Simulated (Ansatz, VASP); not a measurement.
# One calculation of Pt, two programs

Contents of INCAR:

```
PREC = Accurate ; ENCUT = 520
EDIFF = 1E-7 ; ISMEAR = -1
SIGMA = 0.1 ; LREAL = False
LASPH = True ; NELM = 100
ALGO = Normal ; ISIF = 2
LWAVE = False ; LCHARG = False
GGA = RE ; NBANDS = 11
```

The input KPOINTS:

```
regular mesh
0
Gamma
  15 15 15
```

The input POSCAR:

```
Pt
1.0
    0.0000000000      1.9609000000      1.9609000000
    1.9609000000      0.0000000000      1.9609000000
    1.9609000000      1.9609000000      0.0000000000
Pt
1
Direct
    0.0000000000      0.0000000000      0.0000000000
```

Input for Ansatz:

```yaml
crystal:
  lattice:
    - [0.0, 1.9609, 1.9609]
    - [1.9609, 0.0, 1.9609]
    - [1.9609, 1.9609, 0.0]
  atoms:
    - { symbol: Pt, position: [0.0, 0.0, 0.0] }
basis:
  ecutwfc: 517.016338673772
kpoints:
  mp_grid:
    grid: [15, 15, 15]
    shift: [0.0, 0.0, 0.0]
hamiltonian:
  xc: revpbe
scf:
  occupations:
    method: fermi_dirac
    width: 0.1
output:
  stress: true
```

Alike in both runs: task single point; functional revPBE; k mesh 15 × 15 × 15; occupations fermi-dirac, width 0.1 eV; no spin polarisation.

|  | VASP | Ansatz |
| --- | --- | --- |
| version | VASP 6.6.1 | Ansatz 0.2.0 |
| potentials or method | VASP PAW PBE potentials, release 64 (Pt), cutoff 520 eV | plane waves, PAW |
| valence electrons in the cell | 10 | 18 |

|  | VASP | Ansatz | Ansatz less VASP |
| --- | --- | --- | --- |
| pressure (GPa) | 13.0 | 13.5 | +0.55 |

VASP's potentials were made for PBE, not for revPBE. VASP's potentials hold 10 valence electrons a cell and Ansatz's 18, so a difference there can come from the potentials and not from the codes.

Neither program's run includes spin-orbit coupling.
